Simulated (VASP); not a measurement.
# SrTiO3 (P1) in VASP: further runs

Runs on SrTiO3. Level: PBE. Tasks: single point.

Everything below comes from runs of VASP 6.6.1. Logs are shortened: lines on timing, memory, paths and dates and some standing lists are left out, and cuts for length are marked.

**1. The cell of the first run**

The typed cell holds 20 atoms: a = 5.522 Å, b = 5.522 Å, c = 7.845 Å, α = 90.00°, β = 90.00°, γ = 90.00°.

**2. Single point, PBE**

Input file INCAR:

```
SYSTEM = SrTiO3
  PREC = Accurate
  ENCUT = 520
  EDIFF = 1E-7
  ISMEAR = -1
  SIGMA = 0.24
  LREAL = Auto
  LASPH = .TRUE.
  NELM = 100
  ALGO = Normal
  ISIF = 2
  LWAVE = .FALSE.
  LCHARG = .FALSE.
  GGA = PE
  NBANDS = 96
```

Input file KPOINTS:

```
Automatic mesh
0
G
  3 3 2
  0 0 0
```

Input file POSCAR:

```
SrTiO3
1.0
    5.5223300000      0.0000000000      0.0000000000
    0.0000000000      5.5223300000      0.0000000000
    0.0000000000      0.0000000000      7.8452640000
Sr Ti O
4 4 12
Direct
    0.0076054854      0.5058009934      0.2279082004
    0.5159054240     -0.0076235937      0.2401193892
    0.5412208253     -0.0243194449      0.7508733932
   -0.0217842831      0.5362591515      0.7628296511
    0.0024627286      0.0293354436      0.0045377695
   -0.0046719410     -0.0166415263      0.4828645664
    0.4554055987      0.4633008169      0.4778551748
    0.4795982855      0.5107083423     -0.0022816313
    0.7555506462      0.2436652645      0.4773325665
    0.2028310514      0.2736344985      0.0483094004
    0.2504377681      0.1918212059      0.4851971839
    0.6688118964      0.2585321775     -0.0230202578
   -0.0328122369      0.0449447969      0.7871373098
   -0.0442204649      0.0220921242      0.2453964583
    0.2677674098      0.7907350702      0.0358942669
    0.7383658709      0.7898296552      0.4922077829
    0.7541925238      0.7181751181      0.0376150503
    0.2263175145      0.7264506105      0.5213081421
    0.4649486720      0.4593350995      0.2403743201
    0.5571018030      0.4915859791      0.7463738633
```

Potentials or basis: VASP PAW PBE potentials, release 64 (Sr_sv, Ti_sv, O).

Started as:

```bash
$ cat potpaw_PBE.64/Sr_sv/POTCAR potpaw_PBE.64/Ti_sv/POTCAR potpaw_PBE.64/O/POTCAR > POTCAR
$ mpirun -np 1 vasp_std > vasp.out
```

OUTCAR:

```text
SYSTEM = SrTiO3
   PREC = Accurate
   ENCUT = 520
   EDIFF = 1E-7
   ISMEAR = -1
   LREAL = Auto
   LASPH = .TRUE.
   NELM = 100
   ISIF = 2
   GGA = PE

 ion  position               nearest neighbor table
   1  0.008  0.506  0.228-  10 2.19  17 2.36  19 2.54  15 2.61  14 2.69   9 2.80  14 2.87  18 2.87
                            11 2.98  16 3.00  19 3.01  12 3.04   5 3.16   7 3.16   8 3.17   6 3.31
   2  0.516  0.992  0.240-  15 2.38  14 2.44  17 2.56  16 2.58  19 2.59  11 2.66  12 2.67   9 2.67
                            10 2.77  19 2.96  18 3.10  14 3.10   7 3.22   6 3.26   5 3.27   8 3.28
   3  0.541  0.976  0.751-  13 2.40  12 2.47  16 2.52  20 2.68  20 2.85  18 2.86   9 2.86  15 2.89
                            11 2.89  17 2.91  13 3.21   8 3.23   5 3.25   6 3.27  10 3.41   4 3.42
   4  0.978  0.536  0.763-  20 2.34  18 2.56  17 2.68  13 2.72  13 2.82  12 2.85  16 2.87  10 2.94
                            15 3.02   9 3.02  20 3.21  11 3.26   6 3.31   8 3.32   5 3.32   8 3.33
   5  0.002  0.029  0.005-  13 1.72  10 1.78  14 1.91  15 1.99  17 2.21  12 2.25   1 3.16   3 3.25
                             2 3.27   4 3.32   1 3.38   4 3.38   2 3.39   3 3.59
   6  0.995  0.983  0.483-  16 1.78  11 1.82  14 1.89  18 1.93   9 1.95  13 2.42   2 3.26   3 3.27
                             4 3.31   1 3.31   2 3.45   1 3.51   3 3.68   4 3.76
   7  0.455  0.463  0.478-  19 1.86  11 1.88  18 1.96   9 2.05  20 2.19  16 2.39   1 3.16   2 3.22
                             3 3.47   4 3.48   2 3.48   3 3.58   1 3.63   4 3.67
   8  0.480  0.511  0.998-  12 1.75  17 1.93  19 1.93  15 1.96  20 2.02  10 2.05   1 3.17   3 3.23
                             2 3.28   4 3.32   4 3.33   1 3.43   2 3.44   3 3.55
   9  0.756  0.244  0.477-   6 1.95   7 2.05   2 2.67   1 2.80   3 2.86   4 3.02
  10  0.203  0.274  0.048-   5 1.78   8 2.05   1 2.19   2 2.77   4 2.94   3 3.41
  11  0.250  0.192  0.485-   6 1.82   7 1.88   2 2.66   3 2.89   1 2.98   4 3.26
  12  0.669  0.259  0.977-   8 1.75   5 2.25   3 2.47   2 2.67   4 2.85   1 3.04
  13  0.967  0.045  0.787-   5 1.72   3 2.40   6 2.42   4 2.72   4 2.82   3 3.21
  14  0.956  0.022  0.245-   6 1.89   5 1.91   2 2.44   1 2.69   1 2.87   2 3.10
  15  0.268  0.791  0.036-   8 1.96   5 1.99   2 2.38   1 2.61   3 2.89   4 3.02
  16  0.738  0.790  0.492-   6 1.78   7 2.39   3 2.52   2 2.58   4 2.87   1 3.00
  17  0.754  0.718  0.038-   8 1.93   5 2.21   1 2.36   2 2.56   4 2.68   3 2.91
  18  0.226  0.726  0.521-   6 1.93   7 1.96   4 2.56   3 2.86   1 2.87   2 3.10
  19  0.465  0.459  0.240-   7 1.86   8 1.93   1 2.54   2 2.59   2 2.96   1 3.01
  20  0.557  0.492  0.746-   8 2.02   7 2.19   4 2.34   3 2.68   3 2.85   4 3.21

  LATTYP: Found a simple tetragonal cell.
 ALAT       =     5.5223300000
 C/A-ratio  =     1.4206438224

  Lattice vectors:

 A1 = (   5.5223300000,   0.0000000000,   0.0000000000)
 A2 = (   0.0000000000,   5.5223300000,   0.0000000000)
 A3 = (   0.0000000000,   0.0000000000,   7.8452640000)

Analysis of symmetry for initial positions (statically):
=====================================================================
 Subroutine PRICEL returns:
 Original cell was already a primitive cell.

 Routine SETGRP: Setting up the symmetry group for a
 simple tetragonal supercell.

 Subroutine GETGRP returns: Found  1 space group operations
 (whereof  1 operations were pure point group operations)
 out of a pool of 16 trial point group operations.

The static configuration has the point symmetry C_1 .

Analysis of symmetry for dynamics (positions and initial velocities):
=====================================================================
 Subroutine PRICEL returns:
 Original cell was already a primitive cell.

 Routine SETGRP: Setting up the symmetry group for a
 simple tetragonal supercell.

 Subroutine GETGRP returns: Found  1 space group operations
 (whereof  1 operations were pure point group operations)
 out of a pool of 16 trial point group operations.

The dynamic configuration has the point symmetry C_1 .

 Subroutine INISYM returns: Found  1 space group operations
 (whereof  1 operations are pure point group operations),
 and found     1 'primitive' translations

----------------------------------------------------------------------------------------

                                     Primitive cell

  volume of cell :     239.2502

  direct lattice vectors                    reciprocal lattice vectors
     5.522330000  0.000000000  0.000000000     0.181082985  0.000000000  0.000000000
     0.000000000  5.522330000  0.000000000     0.000000000  0.181082985  0.000000000
     0.000000000  0.000000000  7.845264000     0.000000000  0.000000000  0.127465436

  length of vectors
     5.522330000  5.522330000  7.845264000     0.181082985  0.181082985  0.127465436

  position of ions in fractional coordinates (direct lattice)
     0.007605485  0.505800993  0.227908200
     0.515905424  0.992376406  0.240119389
     0.541220825  0.975680555  0.750873393
     0.978215717  0.536259151  0.762829651
     0.002462729  0.029335444  0.004537769
     0.995328059  0.983358474  0.482864566
[... 12 lines left out ...]
     0.464948672  0.459335100  0.240374320
     0.557101803  0.491585979  0.746373863

  ion indices of the primitive-cell ions
   primitive index   ion index
                 1           1
                 2           2
                 3           3
                 4           4
                 5           5
                 6           6
[... 12 lines left out ...]
                19          19
                20          20

----------------------------------------------------------------------------------------

 KPOINTS: Automatic mesh

Automatic generation of k-mesh.
 Grid dimensions read from file:
 generate k-points for:    3    3    2

 Generating k-lattice:

  Cartesian coordinates                     Fractional coordinates (reciprocal lattice)
     0.060360995  0.000000000  0.000000000     0.333333333  0.000000000  0.000000000
     0.000000000  0.060360995  0.000000000     0.000000000  0.333333333  0.000000000
     0.000000000  0.000000000  0.063732718     0.000000000  0.000000000  0.500000000

  Length of vectors
     0.060360995  0.060360995  0.063732718

  Shift w.r.t. Gamma in fractional coordinates (k-lattice)
     0.000000000  0.000000000  0.000000000

 Subroutine IBZKPT returns following result:
 ===========================================

 Found     10 irreducible k-points:

 Following reciprocal coordinates:
            Coordinates               Weight
  0.000000  0.000000  0.000000      1.000000
  0.333333  0.000000  0.000000      2.000000
  0.000000  0.333333  0.000000      2.000000
  0.333333  0.333333  0.000000      2.000000
 -0.333333  0.333333  0.000000      2.000000
  0.000000  0.000000  0.500000      1.000000
  0.333333  0.000000  0.500000      2.000000
  0.000000  0.333333  0.500000      2.000000
  0.333333  0.333333  0.500000      2.000000
 -0.333333  0.333333  0.500000      2.000000
   k-points           NKPTS =     10   k-points in BZ     NKDIM =     10   number of bands    NBANDS=     96
   number of dos      NEDOS =    301   number of ions     NIONS =     20
   total plane-waves  NPLWV = 105840
   dimension x,y,z NGX =    42 NGY =   42 NGZ =   60
   dimension x,y,z NGXF=    84 NGYF=   84 NGZF=  120
   ions per type =               4   4  12
   NGX,Y,Z   is equivalent  to a cutoff of  12.64, 12.64, 12.71 a.u.
   NGXF,Y,Z  is equivalent  to a cutoff of  25.29, 25.29, 25.43 a.u.
 SYSTEM =  SrTiO3
   PREC   = accura    normal or accurate (medium, high low for compatibility)
   ISTART =      0    job   : 0-new  1-cont  2-samecut
   ICHARG =      2    charge: 1-file 2-atom 10-const
   ISPIN  =      1    spin polarized calculation?
   LNONCOLLINEAR =      F non collinear calculations
   LSORBIT =      F    spin-orbit coupling
   LASPH  =      T    aspherical Exc in radial PAW
   ENCUT  =  520.0 eV  38.22 Ry    6.18 a.u.  10.27 10.27 14.59*2*pi/ulx,y,z
   NELM   =    100;   NELMIN=  2; NELMDL= -5     # of ELM steps
   EDIFF  = 0.1E-06   stopping-criterion for ELM
   LREAL  =      T    real-space projection
   EDIFFG = 0.1E-05   stopping-criterion for IOM
   NSW    =      0    number of steps for IOM
   IBRION =     -1    ionic relax: 0-MD 1-quasi-New 2-CG
   NFREE  =      0    steps in history (QN), initial steepest desc. (CG)
   ISIF   =      2    stress and relaxation
   ISYM   =      2    0-nonsym 1-usesym 2-fastsym
   POTIM  = 0.5000    time-step for ionic-motion
   TEBEG  =    0.0;   TEEND  =   0.0 temperature during run
   PSTRESS=    0.0 pullay stress
   NELECT =     160.0000    total number of electrons
   NUPDOWN=      -1.0000    fix difference up-down
   EMIN   =  10.00;   EMAX   =-10.00  energy-range for DOS
   EFERMI =   0.00;   METHOD = LEGACY
   ISMEAR =    -1;   SIGMA  =   0.24  broadening in eV -4-tet -1-fermi 0-gaus
   EFERMI_NEDOS =   21; number of points for ismear=-14 and -15
   IALGO  =     38    algorithm
   IMIX   =      4    mixing-type and parameters
     AMIX     =   0.40;   BMIX     =  1.00
     AMIX_MAG =   1.60;   BMIX_MAG =  1.00
  volume/ion in A,a.u.               =      11.96        80.73
  Fermi-wavevector in a.u.,A,eV,Ry     =   1.431630  2.705388 27.886010  2.049564
  Thomas-Fermi vector in A             =   2.551345
   LORBIT       =      0    0 simple, 1 ext, 2 COOP (PROOUT), +10 PAW based schemes
   GGA     = PE    functional components
   LHFCALC =     F    Hartree Fock is set to
   AEXX    =    0.0000 exact exchange contribution
   IVDW    =     0    specifies the selected vdW correction
   LEPSILON=     F    determine dielectric tensor
   LRPA    =     F    only Hartree local field effects (RPA)
 non-spin polarized calculation
  energy-cutoff  :      520.00
  volume of cell :      239.25
 maximum number of plane-waves:      6473
 NGX is ok and might be reduce to    42
   NGX = 21   NGY = 21   NGZ = 29

 number of electron     159.9999998 magnetization

 Free energy of the ion-electron system (eV)
  ---------------------------------------------------
  ext. energy  EPLUGINS =         0.00000000
  ---------------------------------------------------
  free energy    TOTEN  =      -154.90880716 eV

  energy without entropy =     -154.83255397  energy(sigma->0) =     -154.87068057

 E-fermi :   5.4850     XC(G=0): -11.1898

 val. band max:        4.5388705929   @ k =   0.0000   0.0000   0.0000
 cond. band min:       6.3976922093   @ k =   0.0000   0.0000   0.0000
 fundamental gap:      1.8588216165
 Fermi energy:         5.4849962962

 k-point     1 :       0.0000    0.0000    0.0000
  band No.  band energies     occupation
      1     -52.5021      2.00000
      2     -52.1404      2.00000
      3     -52.0764      2.00000
      4     -51.9112      2.00000
      5     -28.9936      2.00000
      6     -28.8130      2.00000
[... 84 lines left out ...]
     91       8.4013      0.00001
     92       8.6739      0.00000

 k-point     2 :       0.3333    0.0000    0.0000
  band No.  band energies     occupation
      1     -52.5021      2.00000
      2     -52.1404      2.00000
      3     -52.0764      2.00000
      4     -51.9112      2.00000
      5     -28.9935      2.00000
      6     -28.8128      2.00000
[... 749 lines left out ...]
     91       8.2558      0.00002
     92       8.5148      0.00001

 k-point    10 :      -0.3333    0.3333    0.5000
  band No.  band energies     occupation
      1     -52.5021      2.00000
      2     -52.1404      2.00000
      3     -52.0764      2.00000
      4     -51.9112      2.00000
      5     -28.9927      2.00000
      6     -28.8141      2.00000
[... 84 lines left out ...]
     91       8.3334      0.00001
     92       8.5189      0.00001
 [bands above 92 left out]

------------------------ aborting loop because EDIFF is reached ----------------------------------------

  FORCE on cell =-STRESS in cart. coord.  units (eV):
  Direction    XX          YY          ZZ          XY          YZ          ZX
  --------------------------------------------------------------------------------------
  -------------------------------------------------------------------------------------
  Total       22.3899032     20.5490439     22.5777486      2.6123467      1.8858057     -1.5457230
  in kB      149.9375895    137.6099791    151.1955264     17.4939998     12.6286010    -10.3511825
  external PRESSURE =     146.2476983 kB  Pullay stress =       0.0000000 kB

 VOLUME and BASIS-vectors are now :
 -----------------------------------------------------------------------------
  energy-cutoff  :      520.00
  volume of cell :      239.25
      direct lattice vectors                 reciprocal lattice vectors
     5.522330000  0.000000000  0.000000000     0.181082985  0.000000000  0.000000000
     0.000000000  5.522330000  0.000000000     0.000000000  0.181082985  0.000000000
     0.000000000  0.000000000  7.845264000     0.000000000  0.000000000  0.127465436

 POSITION                                       TOTAL-FORCE (eV/Angst)
 -----------------------------------------------------------------------------------
      0.04200      2.79320      1.78800        -1.903220      0.698174      2.642775
      2.84900      5.48023      1.88380        -0.016625      0.409303      0.658117
      2.98880      5.38803      5.89080        -1.291459      0.640718     -0.849917
      5.40203      2.96140      5.98460        -0.092519     -0.964816     -0.546624
      0.01360      0.16200      0.03560        -0.248478     -1.626224      2.551578
      5.49653      5.43043      3.78820        -2.148184      1.051962     -0.778615
[... 12 lines left out ...]
      2.56760      2.53660      1.88580         0.594744      1.271553      2.759123
      3.07650      2.71470      5.85550        -2.825905      1.181632     -1.047605
 -----------------------------------------------------------------------------------
    total drift:                                0.023073     -0.025526      0.014735

  FREE ENERGIE OF THE ION-ELECTRON SYSTEM (eV)
  ---------------------------------------------------
  free  energy   TOTEN  =      -154.9088071640 eV

  energy  without entropy=     -154.8325539718  energy(sigma->0) =     -154.87068057
```

It took 6 min on 1 thread of AMD EPYC 9R45 (Zen 5), shared host; peak memory 0.37 GiB.

Results:

```
Free energy            : -154.9088 eV
Pressure               : 14.6 GPa
Largest force          : 4.618 eV/Å
Band gap on the k mesh : 1.86 eV
```

Forces in eV/Å, atoms in the order of the input:
```
Sr  -1.903  0.698  2.643
Sr  -0.017  0.409  0.658
Sr  -1.291  0.641 -0.850
Sr  -0.093 -0.965 -0.547
Ti  -0.248 -1.626  2.552
Ti  -2.148  1.052 -0.779
Ti   2.776 -0.329  1.277
Ti   1.398  0.266 -0.756
O   -1.073  1.984  1.090
O    0.762  0.673 -3.121
O    2.428  2.765  0.904
O    2.529 -3.291  2.024
O    0.815 -0.927 -4.097
O    0.683 -0.668  0.812
O   -1.216 -0.217 -2.045
O   -1.501 -2.605  0.489
O   -0.120  0.975 -1.585
O    0.451 -1.289 -0.380
O    0.595  1.272  2.759
O   -2.826  1.182 -1.048
```

Caveat: the cell stands under pressure; an odd mesh through Γ misses points on the zone boundary, where band edges can lie; forces of over 1 eV/Å act on the atoms, so gaps and moduli don't describe the material at rest.

(Part 1 of 2 ends here.)
